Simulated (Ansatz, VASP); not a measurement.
One calculation of InSb, two programs

```
CELL_PARAMETERS angstrom
0.00000 3.21736 3.21736
3.21736 0.00000 3.21736
3.21736 3.21736 0.00000
ATOMIC_POSITIONS crystal
In 0.00000 0.00000 0.00000
Sb 0.75000 0.75000 0.75000
```

Change from the starting cell: volume scaled by 0.98, ions relaxed.

Alike in both runs: functional PBE; k mesh 12 × 12 × 12; occupations fermi-dirac, width 0.05 eV; no spin polarisation.

Ansatz relaxed the structure, and its values are those at the end. VASP's run is a single point on that final structure, the one shown.

```csv
,VASP,Ansatz
version,VASP 6.6.1,Ansatz 0.2.0
potentials or method,"VASP PAW PBE potentials, release 64 (In_d, Sb)","plane-wave PAW, scalar-relativistic"
plane-wave cutoff (eV),520,420
valence electrons in the cell,18,28
```

|  | VASP | Ansatz | Ansatz less VASP |
| --- | --- | --- | --- |
| pressure (GPa) | 4.2 | 4.2 | +0.02 |

VASP's potentials hold 18 valence electrons a cell and Ansatz's 28, so a difference there can come from the potentials and not from the codes. Ansatz's warnings: stress scf threshold loose.

Neither program's run includes spin-orbit coupling.
